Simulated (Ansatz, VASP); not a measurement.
BeTe in VASP and in Ansatz

```xyz
2
Lattice="0.0000 2.7700 2.7700 2.7700 0.0000 2.7700 2.7700 2.7700 0.0000" Properties=species:S:1:pos:R:3 pbc="T T T"
Te    4.1550    4.1550    4.1550
Be    0.0000    0.0000    0.0000
```

Alike in both runs: task relaxation of cell and atoms; functional PBEsol; k mesh 8 × 8 × 8; occupations fermi-dirac, width 0.05 eV; no spin polarisation.

```csv
,VASP,Ansatz
version,VASP 6.6.1,Ansatz 0.2.0
potentials or method,"VASP PAW PBE potentials, release 64 (Te, Be), cutoff 600 eV","all-electron LAPW, scalar-relativistic"
```

```csv
,VASP,Ansatz,Ansatz less VASP
relaxed volume (Å³/atom),22.10,22.02,-0.077
relaxed cell length with the largest relative difference (Å),3.968,3.964,-0.0046
```

VASP's potentials were made for PBE, not for PBEsol. Ansatz ran all-electron here, and VASP with PAW potentials.

Spin-orbit coupling is off throughout.
